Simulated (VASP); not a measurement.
# AgCl (P2_1/m) in VASP: single point with LDA

Aim: the single point of AgCl with LDA.

Program: VASP 6.6.1. These are calculated values, not measurements. Logs are shortened: lines on timing, memory, paths and dates and some standing lists are left out, and cuts for length are marked.

**1. The cell of the first run**

It takes space group P2_1/m (No. 11, monoclinic). The conventional cell has a = 3.530 Å, b = 4.011 Å, c = 5.243 Å, α = 90.00°, β = 100.69°, γ = 90.00°. Ag (site symmetry m) has 6 Cl at 2.55 to 2.80 Å and 2 Ag at 3.03 Å within 3.4 Å. Cl (site symmetry m) has 6 Ag at 2.55 to 2.80 Å within 3.4 Å.

**2. Single point, LDA**

Contents of INCAR:

```
ALGO     = Normal         # electronic algorithm
EDIFF    = 1E-6           # SCF threshold, eV
ENCUT    = 520            # plane-wave cutoff, eV
ISIF     = 2              # what is computed and relaxed
ISMEAR   = -1             # smearing method
LASPH    = True           # aspherical terms in the spheres
LCHARG   = False          # write CHGCAR
LREAL    = False          # projectors in reciprocal space
LWAVE    = False          # write WAVECAR
NBANDS   = 26             # bands
NELM     = 80             # most SCF steps
PREC     = Accurate       # precision mode
SIGMA    = 0.01           # smearing width, eV
```

Contents of KPOINTS:

```
k-points
0
Gamma
  6 6 4
```

Contents of POSCAR:

```
AgCl
1.0
    3.5300000000      0.0000000000      0.0000000000
    0.0000000000      4.0110000000      0.0000000000
   -0.9725508841      0.0000000000      5.1520087129
Ag Cl
2 2
Direct
    0.1570000000      0.2500000000      0.2100000000
    0.8430000000      0.7500000000      0.7900000000
    0.3080000000      0.2500000000      0.7050000000
    0.6920000000      0.7500000000      0.2950000000
```

Potentials or basis: VASP PAW LDA potentials, release 64 (Ag, Cl).

Started as:

```
$ cat potpaw_LDA.64/Ag/POTCAR potpaw_LDA.64/Cl/POTCAR > POTCAR
$ mpirun -np 1 vasp_std > vasp.out
```

OUTCAR:

```text
EDIFF = 1E-6
   ENCUT = 520
   ISIF = 2
   ISMEAR = -1
   LASPH = True
   LREAL = False
   NELM = 80
   PREC = Accurate

 ion  position               nearest neighbor table
   1  0.157  0.250  0.210-   3 2.55   4 2.68   4 2.68   4 2.73   4 2.73   3 2.80   2 3.03   2 3.03

   2  0.843  0.750  0.790-   4 2.55   3 2.68   3 2.68   3 2.73   3 2.73   4 2.80   1 3.03   1 3.03

   3  0.308  0.250  0.705-   1 2.55   2 2.68   2 2.68   2 2.73   2 2.73   1 2.80
   4  0.692  0.750  0.295-   2 2.55   1 2.68   1 2.68   1 2.73   1 2.73   2 2.80

  LATTYP: Found a simple monoclinic cell.
 ALAT       =     3.5300000000
 B/A-ratio  =     1.1362606232
 C/A-ratio  =     1.4852691218
 COS(beta)  =    -0.1854951143

  Lattice vectors:

 A1 = (   3.5300000000,   0.0000000000,   0.0000000000)
 A2 = (   0.0000000000,   4.0110000000,   0.0000000000)
 A3 = (  -0.9725508841,   0.0000000000,   5.1520087129)

Analysis of symmetry for initial positions (statically):
=====================================================================
 Subroutine PRICEL returns:
 Original cell was already a primitive cell.

 Routine SETGRP: Setting up the symmetry group for a
 simple monoclinic supercell.

 Subroutine GETGRP returns: Found  4 space group operations
 (whereof  2 operations were pure point group operations)
 out of a pool of  4 trial point group operations.

The static configuration has the point symmetry S_2 .
 The point group associated with its full space group is C_2h.

Analysis of symmetry for dynamics (positions and initial velocities):
=====================================================================
 Subroutine PRICEL returns:
 Original cell was already a primitive cell.

 Routine SETGRP: Setting up the symmetry group for a
 simple monoclinic supercell.

 Subroutine GETGRP returns: Found  4 space group operations
 (whereof  2 operations were pure point group operations)
 out of a pool of  4 trial point group operations.

The dynamic configuration has the point symmetry S_2 .
 The point group associated with its full space group is C_2h.

 Subroutine INISYM returns: Found  4 space group operations
 (whereof  2 operations are pure point group operations),
 and found     1 'primitive' translations

----------------------------------------------------------------------------------------

                                     Primitive cell

  volume of cell :      72.9464

  direct lattice vectors                    reciprocal lattice vectors
     3.530000000  0.000000000  0.000000000     0.283286119  0.000000000  0.053476262
     0.000000000  4.011000000  0.000000000     0.000000000  0.249314385  0.000000000
    -0.972550884  0.000000000  5.152008713     0.000000000  0.000000000  0.194099051

  length of vectors
     3.530000000  4.011000000  5.243000000     0.288289326  0.249314385  0.194099051

  position of ions in fractional coordinates (direct lattice)
     0.157000000  0.250000000  0.210000000
     0.843000000  0.750000000  0.790000000
     0.308000000  0.250000000  0.705000000
     0.692000000  0.750000000  0.295000000

  ion indices of the primitive-cell ions
   primitive index   ion index
                 1           1
                 2           2
                 3           3
                 4           4

----------------------------------------------------------------------------------------

 KPOINTS: k-points

Automatic generation of k-mesh.
 Grid dimensions read from file:
 generate k-points for:    6    6    4

 Generating k-lattice:

  Cartesian coordinates                     Fractional coordinates (reciprocal lattice)
     0.047214353  0.000000000  0.008912710     0.166666667  0.000000000 -0.000000000
     0.000000000  0.041552398  0.000000000     0.000000000  0.166666667  0.000000000
     0.000000000  0.000000000  0.048524763     0.000000000  0.000000000  0.250000000

  Length of vectors
     0.048048221  0.041552398  0.048524763

  Shift w.r.t. Gamma in fractional coordinates (k-lattice)
     0.000000000  0.000000000  0.000000000

 Subroutine IBZKPT returns following result:
 ===========================================

 Found     56 irreducible k-points:

 Following reciprocal coordinates:
            Coordinates               Weight
  0.000000  0.000000  0.000000      1.000000
  0.166667  0.000000  0.000000      2.000000
  0.333333  0.000000  0.000000      2.000000
  0.500000  0.000000 -0.000000      1.000000
  0.000000  0.166667  0.000000      2.000000
  0.166667  0.166667  0.000000      4.000000
[... 16 lines left out ...]
  0.000000  0.166667  0.250000      4.000000
  0.166667  0.166667  0.250000      4.000000
 [... further k-points ...]
   k-points           NKPTS =     56   k-points in BZ     NKDIM =     56   number of bands    NBANDS=     26
   number of dos      NEDOS =    301   number of ions     NIONS =      4
   total plane-waves  NPLWV =  33600
   dimension x,y,z NGX =    28 NGY =   30 NGZ =   40
   dimension x,y,z NGXF=    56 NGYF=   60 NGZF=   80
   ions per type =               2   2
   NGX,Y,Z   is equivalent  to a cutoff of  13.19, 12.43, 12.68 a.u.
   NGXF,Y,Z  is equivalent  to a cutoff of  26.37, 24.87, 25.37 a.u.
 SYSTEM =  unknown system
   PREC   = accura    normal or accurate (medium, high low for compatibility)
   ISTART =      0    job   : 0-new  1-cont  2-samecut
   ICHARG =      2    charge: 1-file 2-atom 10-const
   ISPIN  =      1    spin polarized calculation?
   LNONCOLLINEAR =      F non collinear calculations
   LSORBIT =      F    spin-orbit coupling
   LASPH  =      T    aspherical Exc in radial PAW
   ENCUT  =  520.0 eV  38.22 Ry    6.18 a.u.   6.56  7.46  9.75*2*pi/ulx,y,z
   NELM   =     80;   NELMIN=  2; NELMDL= -5     # of ELM steps
   EDIFF  = 0.1E-05   stopping-criterion for ELM
   LREAL  =      F    real-space projection
   EDIFFG = 0.1E-04   stopping-criterion for IOM
   NSW    =      0    number of steps for IOM
   IBRION =     -1    ionic relax: 0-MD 1-quasi-New 2-CG
   NFREE  =      0    steps in history (QN), initial steepest desc. (CG)
   ISIF   =      2    stress and relaxation
   ISYM   =      2    0-nonsym 1-usesym 2-fastsym
   POTIM  = 0.5000    time-step for ionic-motion
   TEBEG  =    0.0;   TEEND  =   0.0 temperature during run
   PSTRESS=    0.0 pullay stress
   NELECT =      36.0000    total number of electrons
   NUPDOWN=      -1.0000    fix difference up-down
   EMIN   =  10.00;   EMAX   =-10.00  energy-range for DOS
   EFERMI =   0.00;   METHOD = LEGACY
   ISMEAR =    -1;   SIGMA  =   0.01  broadening in eV -4-tet -1-fermi 0-gaus
   EFERMI_NEDOS =   21; number of points for ismear=-14 and -15
   IALGO  =     38    algorithm
   IMIX   =      4    mixing-type and parameters
     AMIX     =   0.40;   BMIX     =  1.00
     AMIX_MAG =   1.60;   BMIX_MAG =  1.00
  volume/ion in A,a.u.               =      18.24       123.07
  Fermi-wavevector in a.u.,A,eV,Ry     =   1.293722  2.444780 22.772302  1.673717
  Thomas-Fermi vector in A             =   2.425350
   LORBIT       =      0    0 simple, 1 ext, 2 COOP (PROOUT), +10 PAW based schemes
   GGA     = CA    functional components
   LHFCALC =     F    Hartree Fock is set to
   AEXX    =    0.0000 exact exchange contribution
   IVDW    =     0    specifies the selected vdW correction
   LEPSILON=     F    determine dielectric tensor
   LRPA    =     F    only Hartree local field effects (RPA)
 non-spin polarized calculation
  energy-cutoff  :      520.00
  volume of cell :       72.95
 maximum number of plane-waves:      1980
 NGX is ok and might be reduce to    28
   NGX = 13   NGY = 15   NGZ = 19

 number of electron      35.9999989 magnetization

 Free energy of the ion-electron system (eV)
  ---------------------------------------------------
  ext. energy  EPLUGINS =         0.00000000
  ---------------------------------------------------
  free energy    TOTEN  =       -13.44670132 eV

  energy without entropy =      -13.44670132  energy(sigma->0) =      -13.44670132

 E-fermi :   5.5580     XC(G=0): -11.2937

 val. band max:        5.3572364220   @ k =   0.5000   0.0000   0.5000
 cond. band min:       5.8981949910   @ k =   0.0000   0.0000   0.0000
 fundamental gap:      0.5409585691
 Fermi energy:         5.5580254308

 k-point     1 :       0.0000    0.0000    0.0000
  band No.  band energies     occupation
      1     -10.3479      2.00000
      2      -9.4080      2.00000
      3      -0.0016      2.00000
      4       1.0366      2.00000
      5       1.7008      2.00000
      6       1.9124      2.00000
[... 18 lines left out ...]
     25      16.2697      0.00000
     26      16.8301      0.00000

 k-point     2 :       0.1667    0.0000    0.0000
  band No.  band energies     occupation
      1     -10.2125      2.00000
      2      -9.3771      2.00000
      3       0.0976      2.00000
      4       0.8066      2.00000
      5       0.8805      2.00000
      6       1.5539      2.00000
[... 18 lines left out ...]
     25      15.8018      0.00000
     26      16.3697      0.00000

 k-point     3 :       0.3333    0.0000    0.0000
  band No.  band energies     occupation
      1      -9.8796      2.00000
      2      -9.3594      2.00000
      3      -0.0656      2.00000
      4       0.2689      2.00000
      5       0.4292      2.00000
      6       0.4546      2.00000
[... 18 lines left out ...]
     25      14.8526      0.00000
     26      15.3594      0.00000

 k-point     4 :       0.5000    0.0000   -0.0000
  band No.  band energies     occupation
      1      -9.5997      2.00000
      2      -9.4541      2.00000
      3      -0.3417      2.00000
      4      -0.3002      2.00000
      5       0.3254      2.00000
      6       0.5359      2.00000
[... 18 lines left out ...]
     25      14.1813      0.00000
     26      15.1095      0.00000
[... 496 lines left out ...]
      1     -10.1449      2.00000
      2      -9.4085      2.00000
      3      -0.1598      2.00000
      4       0.6810      2.00000
      5       0.7359      2.00000
      6       1.2842      2.00000
[... 18 lines left out ...]
     25      15.4893      0.00000
     26      16.2461      0.00000

 k-point    23 :       0.0000    0.1667    0.2500
  band No.  band energies     occupation
      1     -10.1481      2.00000
      2      -9.4930      2.00000
      3      -0.2240      2.00000
      4       0.4299      2.00000
      5       1.1840      2.00000
      6       1.3229      2.00000
[... 18 lines left out ...]
     25      16.3287      0.00000
     26      16.8514      0.00000

 k-point    24 :       0.1667    0.1667    0.2500
  band No.  band energies     occupation
      1     -10.0015      2.00000
      2      -9.4861      2.00000
      3      -0.1486      2.00000
      4       0.4780      2.00000
      5       0.7508      2.00000
      6       0.7984      2.00000
[... 18 lines left out ...]
     25      15.1224      0.00000
     26      16.1854      0.00000

 [... further k-points ...]
[... 5 lines left out ...]
  --------------------------------------------------------------------------------------
  -------------------------------------------------------------------------------------
  Total        0.7597529      0.0058741      0.8332196      0.0000000      0.0000000      0.1682187
  in kB       16.6870280      0.1290170     18.3006322      0.0000000      0.0000000      3.6947156
  external PRESSURE =      11.7055591 kB  Pullay stress =       0.0000000 kB

 VOLUME and BASIS-vectors are now :
 -----------------------------------------------------------------------------
  energy-cutoff  :      520.00
  volume of cell :       72.95
      direct lattice vectors                 reciprocal lattice vectors
     3.530000000  0.000000000  0.000000000     0.283286119  0.000000000  0.053476262
     0.000000000  4.011000000  0.000000000     0.000000000  0.249314385  0.000000000
    -0.972550884  0.000000000  5.152008713     0.000000000  0.000000000  0.194099051

 POSITION                                       TOTAL-FORCE (eV/Angst)
 -----------------------------------------------------------------------------------
      0.34997      1.00275      1.08192         0.014021      0.000000     -0.489475
      2.20747      3.00825      4.07009        -0.014021      0.000000      0.489475
      0.40159      1.00275      3.63217        -0.011186      0.000000      0.833991
      2.15586      3.00825      1.51984         0.011186      0.000000     -0.833991
 -----------------------------------------------------------------------------------
    total drift:                               -0.000000     -0.000000      0.000000

  FREE ENERGIE OF THE ION-ELECTRON SYSTEM (eV)
  ---------------------------------------------------
  free  energy   TOTEN  =       -13.4467013243 eV

  energy  without entropy=      -13.4467013243  energy(sigma->0) =      -13.44670132
```

It took 42 s on 1 thread of Intel Xeon Platinum 8559C (Emerald Rapids), shared host; peak memory 0.21 GiB.

Results:

```yaml
Free_energy: -13.4467 eV
Pressure: 1.2 GPa
Largest_force: 0.834 eV/Å
Band_gap_on_the_k_mesh: 0.54 eV, indirect (least direct gap 2.21 eV)
```

Forces on the atoms (eV/Å):
```
Ag   0.014  0.000 -0.489
Ag  -0.014  0.000  0.489
Cl  -0.011  0.000  0.834
Cl   0.011  0.000 -0.834
```

Levels at points of the mesh, in eV from the valence-band top:
```csv
k point,band 14,band 15,band 16,band 17,band 18,band 19,band 20,band 21,band 22,band 23
"(0.00, 0.00, 0.00)",-2.30,-2.21,-1.80,-1.80,-1.67,0.54,2.92,7.77,9.08,9.53
"(0.50, 0.00, 0.00)",-1.84,-1.67,-1.21,-0.13,-0.01,3.59,5.08,5.15,6.83,6.84
"(0.00, 0.50, 0.00)",-2.39,-1.39,-1.39,-0.22,-0.22,4.44,4.44,6.36,6.36,8.84
"(0.50, 0.50, 0.00)",-2.35,-2.16,-2.16,-1.53,-1.53,2.60,2.60,7.06,7.06,9.25
"(0.00, 0.00, 0.50)",-2.05,-2.05,-1.79,-1.36,-1.22,3.15,4.42,5.95,7.99,8.65
"(0.50, 0.00, 0.50)",-2.06,-0.36,-0.25,-0.12,0.00,2.58,4.48,5.91,6.29,7.75
"(0.00, 0.50, 0.50)",-2.10,-0.28,-0.28,-0.09,-0.09,3.52,3.52,7.57,7.57,8.25
"(0.50, 0.50, 0.50)",-2.20,-1.87,-1.87,-1.28,-1.28,3.95,3.95,7.47,7.47,8.01
```
